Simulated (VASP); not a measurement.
# Si5Se (P4/mmm) in VASP: a series of runs

The runs below take Si5Se through single point, relaxation of cell and atoms, with PBE.

All numbers are computed with VASP 6.6.1; they aren't measurements. Logs are shortened: lines on timing, memory, paths and dates and some standing lists are left out, and cuts for length are marked.

**1. The cell of the first run**

The structure is tetragonal, space group P4/mmm (No. 123). Conventional cell: a = 2.773 Å, b = 2.773 Å, c = 12.845 Å, α = 90.00°, β = 90.00°, γ = 90.00°. Si (site symmetry 4mm) has 12 Si at 2.67 to 2.77 Å within 3.5 Å. Within 3.5 Å of Si (site symmetry 4mm) lie 8 Si at 2.67 to 2.77 Å and 4 Se at 3.41 Å. Si (site symmetry 4/mmm) has 12 Si at 2.68 to 2.77 Å within 3.5 Å. Within 3.7 Å of Se (site symmetry 4/mmm) lie 4 Se at 2.77 Å and 8 Si at 3.41 Å.

**2. Single point, PBE**

The input, INCAR:

```
PREC     = Accurate       # precision mode
ENCUT    = 520            # plane-wave cutoff, eV
EDIFF    = 1E-6           # SCF threshold, eV
ISMEAR   = 0              # smearing method
SIGMA    = 0.1            # smearing width, eV
LREAL    = False          # projectors in reciprocal space
LASPH    = True           # aspherical terms in the spheres
NELM     = 80             # most SCF steps
ALGO     = Normal         # electronic algorithm
ISIF     = 2              # what is computed and relaxed
LWAVE    = False          # write WAVECAR
LCHARG   = False          # write CHGCAR
GGA      = PE             # functional
NBANDS   = 22             # bands
```

The input, KPOINTS:

```
regular mesh
0
Gamma
  6 6 2
```

The input, POSCAR:

```
Si5Se
1.0
    2.7726114137      0.0000000000      0.0000000000
    0.0000000000      2.7726114137      0.0000000000
    0.0000000000      0.0000000000     12.8447945363
Si Se
5 1
Direct
    0.5000000000      0.5000000000      0.3580335809
    0.5000000000      0.5000000000      0.6419664191
    0.0000000000      0.0000000000      0.2173881765
    0.0000000000      0.0000000000      0.7826118235
    0.0000000000      0.0000000000      0.5000000000
    0.5000000000      0.5000000000      0.0000000000
```

Potentials or basis: VASP PAW PBE potentials, release 64 (Si, Se).

Run with:

```bash
cat potpaw_PBE.64/Si/POTCAR potpaw_PBE.64/Se/POTCAR > POTCAR
mpirun -np 1 vasp_std > vasp.out
```

OUTCAR:

```text
PREC = Accurate
   ENCUT = 520
   EDIFF = 1E-6
   ISMEAR = 0
   LREAL = False
   LASPH = True
   NELM = 80
   ISIF = 2
   GGA = PE

 ion  position               nearest neighbor table
   1  0.500  0.500  0.358-   3 2.67   3 2.67   3 2.67   3 2.67   5 2.68   5 2.68   5 2.68   5 2.68

   2  0.500  0.500  0.642-   4 2.67   4 2.67   4 2.67   4 2.67   5 2.68   5 2.68   5 2.68   5 2.68

   3  0.000  0.000  0.217-   1 2.67   1 2.67   1 2.67   1 2.67
   4  0.000  0.000  0.783-   2 2.67   2 2.67   2 2.67   2 2.67
   5  0.000  0.000  0.500-   1 2.68   2 2.68   1 2.68   2 2.68   1 2.68   2 2.68   1 2.68   2 2.68

   6  0.500  0.500  0.000-

  LATTYP: Found a simple tetragonal cell.
 ALAT       =     2.7726114137
 C/A-ratio  =     4.6327424293

  Lattice vectors:

 A1 = (   2.7726114137,   0.0000000000,   0.0000000000)
 A2 = (   0.0000000000,   2.7726114137,   0.0000000000)
 A3 = (   0.0000000000,   0.0000000000,  12.8447945363)

Analysis of symmetry for initial positions (statically):
=====================================================================
 Subroutine PRICEL returns:
 Original cell was already a primitive cell.

 Routine SETGRP: Setting up the symmetry group for a
 simple tetragonal supercell.

 Subroutine GETGRP returns: Found 16 space group operations
 (whereof 16 operations were pure point group operations)
 out of a pool of 16 trial point group operations.

The static configuration has the point symmetry D_4h.

Analysis of symmetry for dynamics (positions and initial velocities):
=====================================================================
 Subroutine PRICEL returns:
 Original cell was already a primitive cell.

 Routine SETGRP: Setting up the symmetry group for a
 simple tetragonal supercell.

 Subroutine GETGRP returns: Found 16 space group operations
 (whereof 16 operations were pure point group operations)
 out of a pool of 16 trial point group operations.

The dynamic configuration has the point symmetry D_4h.

 Subroutine INISYM returns: Found 16 space group operations
 (whereof 16 operations are pure point group operations),
 and found     1 'primitive' translations

----------------------------------------------------------------------------------------

                                     Primitive cell

  volume of cell :      98.7427

  direct lattice vectors                    reciprocal lattice vectors
     2.772611414  0.000000000  0.000000000     0.360670808  0.000000000  0.000000000
     0.000000000  2.772611414  0.000000000     0.000000000  0.360670808  0.000000000
     0.000000000  0.000000000 12.844794536     0.000000000  0.000000000  0.077852549

  length of vectors
     2.772611414  2.772611414 12.844794536     0.360670808  0.360670808  0.077852549

  position of ions in fractional coordinates (direct lattice)
     0.500000000  0.500000000  0.358033581
     0.500000000  0.500000000  0.641966419
     0.000000000  0.000000000  0.217388177
     0.000000000  0.000000000  0.782611823
     0.000000000  0.000000000  0.500000000
     0.500000000  0.500000000  0.000000000

  ion indices of the primitive-cell ions
   primitive index   ion index
                 1           1
                 2           2
                 3           3
                 4           4
                 5           5
                 6           6

----------------------------------------------------------------------------------------

 KPOINTS: regular mesh

Automatic generation of k-mesh.
 Grid dimensions read from file:
 generate k-points for:    6    6    2

 Generating k-lattice:

  Cartesian coordinates                     Fractional coordinates (reciprocal lattice)
     0.060111801  0.000000000  0.000000000     0.166666667  0.000000000  0.000000000
     0.000000000  0.060111801  0.000000000     0.000000000  0.166666667  0.000000000
     0.000000000  0.000000000  0.038926275     0.000000000  0.000000000  0.500000000

  Length of vectors
     0.060111801  0.060111801  0.038926275

  Shift w.r.t. Gamma in fractional coordinates (k-lattice)
     0.000000000  0.000000000  0.000000000

 Subroutine IBZKPT returns following result:
 ===========================================

 Found     20 irreducible k-points:

 Following reciprocal coordinates:
            Coordinates               Weight
  0.000000  0.000000  0.000000      1.000000
  0.166667  0.000000  0.000000      4.000000
  0.333333  0.000000  0.000000      4.000000
  0.500000  0.000000  0.000000      2.000000
  0.166667  0.166667  0.000000      4.000000
  0.333333  0.166667  0.000000      8.000000
[... 12 lines left out ...]
  0.500000  0.333333  0.500000      4.000000
  0.500000  0.500000  0.500000      1.000000
   k-points           NKPTS =     20   k-points in BZ     NKDIM =     20   number of bands    NBANDS=     22
   number of dos      NEDOS =    301   number of ions     NIONS =      6
   total plane-waves  NPLWV =  55296
   dimension x,y,z NGX =    24 NGY =   24 NGZ =   96
   dimension x,y,z NGXF=    48 NGYF=   48 NGZF=  192
   ions per type =               5   1
   NGX,Y,Z   is equivalent  to a cutoff of  14.39, 14.39, 12.42 a.u.
   NGXF,Y,Z  is equivalent  to a cutoff of  28.78, 28.78, 24.85 a.u.
 SYSTEM =  unknown system
   PREC   = accura    normal or accurate (medium, high low for compatibility)
   ISTART =      0    job   : 0-new  1-cont  2-samecut
   ICHARG =      2    charge: 1-file 2-atom 10-const
   ISPIN  =      1    spin polarized calculation?
   LNONCOLLINEAR =      F non collinear calculations
   LSORBIT =      F    spin-orbit coupling
   LASPH  =      T    aspherical Exc in radial PAW
   ENCUT  =  520.0 eV  38.22 Ry    6.18 a.u.   5.16  5.16 23.88*2*pi/ulx,y,z
   NELM   =     80;   NELMIN=  2; NELMDL= -5     # of ELM steps
   EDIFF  = 0.1E-05   stopping-criterion for ELM
   LREAL  =      F    real-space projection
   EDIFFG = 0.1E-04   stopping-criterion for IOM
   NSW    =      0    number of steps for IOM
   IBRION =     -1    ionic relax: 0-MD 1-quasi-New 2-CG
   NFREE  =      0    steps in history (QN), initial steepest desc. (CG)
   ISIF   =      2    stress and relaxation
   ISYM   =      2    0-nonsym 1-usesym 2-fastsym
   POTIM  = 0.5000    time-step for ionic-motion
   TEBEG  =    0.0;   TEEND  =   0.0 temperature during run
   PSTRESS=    0.0 pullay stress
   NELECT =      26.0000    total number of electrons
   NUPDOWN=      -1.0000    fix difference up-down
   EMIN   =  10.00;   EMAX   =-10.00  energy-range for DOS
   EFERMI =   0.00;   METHOD = LEGACY
   ISMEAR =     0;   SIGMA  =   0.10  broadening in eV -4-tet -1-fermi 0-gaus
   EFERMI_NEDOS =   21; number of points for ismear=-14 and -15
   IALGO  =     38    algorithm
   IMIX   =      4    mixing-type and parameters
     AMIX     =   0.40;   BMIX     =  1.00
     AMIX_MAG =   1.60;   BMIX_MAG =  1.00
  volume/ion in A,a.u.               =      16.46       111.06
  Fermi-wavevector in a.u.,A,eV,Ry     =   1.049295  1.982880 14.980283  1.101020
  Thomas-Fermi vector in A             =   2.184252
   LORBIT       =      0    0 simple, 1 ext, 2 COOP (PROOUT), +10 PAW based schemes
   GGA     = PE    functional components
   LHFCALC =     F    Hartree Fock is set to
   AEXX    =    0.0000 exact exchange contribution
   IVDW    =     0    specifies the selected vdW correction
   LEPSILON=     F    determine dielectric tensor
   LRPA    =     F    only Hartree local field effects (RPA)
 non-spin polarized calculation
 Gauss-broadening in eV      SIGMA  =   0.10
  energy-cutoff  :      520.00
  volume of cell :       98.74
 maximum number of plane-waves:      2688
 NGX is ok and might be reduce to    24
   NGX = 11   NGY = 11   NGZ = 47

 number of electron      25.9999999 magnetization

 Free energy of the ion-electron system (eV)
  ---------------------------------------------------
  ext. energy  EPLUGINS =         0.00000000
  ---------------------------------------------------
  free energy    TOTEN  =       -27.15646110 eV

  energy without entropy =      -27.13893754  energy(sigma->0) =      -27.14769932

 E-fermi :   8.1154     XC(G=0): -10.7299

 val. band max:        8.0846924559   @ k =   0.3333   0.1667   0.5000
 cond. band min:       8.1658054976   @ k =   0.1667   0.1667   0.5000
 fundamental gap:      0.0811130417
 Fermi energy:         8.1153884955

 k-point     1 :       0.0000    0.0000    0.0000
  band No.  band energies     occupation
      1      -7.0222      2.00000
      2      -6.0537      2.00000
      3      -4.9594      2.00000
      4      -3.0736      2.00000
      5      -0.9216      2.00000
      6       2.4950      2.00000
[... 14 lines left out ...]
     21      14.5275      0.00000
     22      15.1525      0.00000

 k-point     2 :       0.1667    0.0000    0.0000
  band No.  band energies     occupation
      1      -6.5896      2.00000
      2      -5.5324      2.00000
      3      -4.4387      2.00000
      4      -2.5638      2.00000
      5      -0.4135      2.00000
      6       2.9568      2.00000
[... 14 lines left out ...]
     21      14.6353      0.00000
     22      15.0743      0.00000

 k-point     3 :       0.3333    0.0000    0.0000
  band No.  band energies     occupation
      1      -5.4492      2.00000
      2      -3.9774      2.00000
      3      -2.8860      2.00000
      4      -1.0615      2.00000
      5       1.0703      2.00000
      6       2.0880      2.00000
[... 14 lines left out ...]
     21      15.4646      0.00000
     22      15.5328      0.00000
[... 376 lines left out ...]
 k-point    19 :       0.5000    0.3333    0.5000
  band No.  band energies     occupation
      1      -3.0279      2.00000
      2       0.6001      2.00000
      3       0.6437      2.00000
      4       1.5989      2.00000
      5       1.7423      2.00000
      6       3.0564      2.00000
[... 14 lines left out ...]
     21      10.5875      0.00000
     22      11.2911      0.00000

 k-point    20 :       0.5000    0.5000    0.5000
  band No.  band energies     occupation
      1      -2.1683      2.00000
      2       2.8034      2.00000
      3       2.8034      2.00000
      4       3.4947      2.00000
      5       3.5987      2.00000
      6       3.6112      2.00000
[... 14 lines left out ...]
     21      10.2286      0.00000
     22      10.4148      0.00000

------------------------ aborting loop because EDIFF is reached ----------------------------------------

  FORCE on cell =-STRESS in cart. coord.  units (eV):
  Direction    XX          YY          ZZ          XY          YZ          ZX
  --------------------------------------------------------------------------------------
  -------------------------------------------------------------------------------------
  Total       -0.0815247     -0.0815247     -0.0256972      0.0000000      0.0000000      0.0000000
  in kB       -1.3228017     -1.3228017     -0.4169572      0.0000000      0.0000000      0.0000000
  external PRESSURE =      -1.0208535 kB  Pullay stress =       0.0000000 kB

 VOLUME and BASIS-vectors are now :
 -----------------------------------------------------------------------------
  energy-cutoff  :      520.00
  volume of cell :       98.74
      direct lattice vectors                 reciprocal lattice vectors
     2.772611414  0.000000000  0.000000000     0.360670808  0.000000000  0.000000000
     0.000000000  2.772611414  0.000000000     0.000000000  0.360670808  0.000000000
     0.000000000  0.000000000 12.844794536     0.000000000  0.000000000  0.077852549

 POSITION                                       TOTAL-FORCE (eV/Angst)
 -----------------------------------------------------------------------------------
      1.38631      1.38631      4.59887         0.000000      0.000000      0.003596
      1.38631      1.38631      8.24593        -0.000000     -0.000000     -0.003596
      0.00000      0.00000      2.79231         0.000000      0.000000      0.002212
      0.00000      0.00000     10.05249        -0.000000      0.000000     -0.002212
      0.00000      0.00000      6.42240         0.000000      0.000000      0.000000
      1.38631      1.38631      0.00000         0.000000      0.000000      0.000000
 -----------------------------------------------------------------------------------
    total drift:                               -0.000000     -0.000000     -0.000000

  FREE ENERGIE OF THE ION-ELECTRON SYSTEM (eV)
  ---------------------------------------------------
  free  energy   TOTEN  =       -27.1564611025 eV

  energy  without entropy=      -27.1389375433  energy(sigma->0) =      -27.14769932
```

Run time: 22 s. Hardware: 1 thread of Intel Xeon 6975P-C (Granite Rapids), shared host; peak memory 0.23 GiB.

What came out:

* Free energy: -27.1565 eV
* Pressure: -0.1 GPa
* Largest force: 0.004 eV/Å
* Band gap on the k mesh: zero (band 13 reaches 11.03 eV, above the bottom of band 14 at 5.58 eV)

Forces on the atoms (eV/Å):
```
Si   0.000  0.000  0.004
Si   0.000  0.000 -0.004
Si   0.000  0.000  0.002
Si   0.000  0.000 -0.002
Si   0.000  0.000  0.000
Se   0.000  0.000  0.000
```

Caveat: the k points lie up to 0.38 Å⁻¹ apart.

**3. Single point, PBE**

This run uses another cell than the first one, of 18.43 Å³/atom, 1.120 times its volume.

The input, INCAR:

```
  ALGO = Normal
  EDIFF = 1E-6
  ENCUT = 520
  GGA = PE
  ISIF = 2
  ISMEAR = 0
  LASPH = True
  LCHARG = False
  LREAL = False
  LWAVE = False
  NBANDS = 22
  NELM = 60
  PREC = Accurate
  SIGMA = 0.1
```

The input, KPOINTS:

```
k-points
0
Gamma
  6 6 2
```

The input, POSCAR:

```
Si5Se
1.0
    2.9666432200      0.0000000000      0.0000000000
    0.0000000000      2.9666432200      0.0000000000
    0.0000000000      0.0000000000     12.5666051700
Si Se
5 1
Direct
    0.5000000000      0.5000000000      0.3344822800
    0.5000000000      0.5000000000      0.6655177200
    0.0000000000      0.0000000000      0.1759868000
    0.0000000000      0.0000000000      0.8240132000
    0.0000000000      0.0000000000      0.5000000000
    0.5000000000      0.5000000000      0.0000000000
```

Potentials or basis: VASP PAW PBE potentials, release 64 (Si, Se).

Run with:

```bash
cat potpaw_PBE.64/Si/POTCAR potpaw_PBE.64/Se/POTCAR > POTCAR
mpirun -np 1 vasp_std > vasp.out
```

Run time: 22 s. Hardware: 1 thread of Intel Xeon 6975P-C (Granite Rapids), shared host; peak memory 0.23 GiB.

Results (log left out):

* Free energy: -26.4382 eV
* Pressure: -8.4 GPa
* Largest force: 0.562 eV/Å
* Band gap on the k mesh: zero (band 13 reaches 9.93 eV, above the bottom of band 14 at 4.86 eV)

Forces in eV/Å, atoms in the order of the input:
```
Si   0.000  0.000  0.013
Si   0.000  0.000 -0.013
Si   0.000  0.000  0.562
Si   0.000  0.000 -0.562
Si   0.000  0.000  0.000
Se   0.000  0.000  0.000
```

Stress tensor (GPa, compression positive):
```
-7.77  0.00  0.00
 0.00 -7.77  0.00
 0.00  0.00 -9.62
```

Levels at points of the mesh, in eV from the Fermi level:
```
           k point  band 11  band 12  band 13  band 14  band 15  band 16
(0.00, 0.00, 0.00)     0.72     2.84     2.84     3.27     3.27     4.88
(0.50, 0.00, 0.00)    -1.26    -0.82    -0.68    -0.17     2.20     3.79
(0.50, 0.50, 0.00)    -3.45    -3.45    -1.68    -1.51    -1.51    -0.45
(0.00, 0.00, 0.50)     2.73     2.73     2.90     3.54     3.54     3.58
(0.50, 0.00, 0.50)    -3.12    -2.46     1.23     1.60     2.00     2.20
(0.50, 0.50, 0.50)    -2.97    -2.97    -2.17    -2.17    -1.87    -0.57
```

(Part 1 of 2 ends here.)
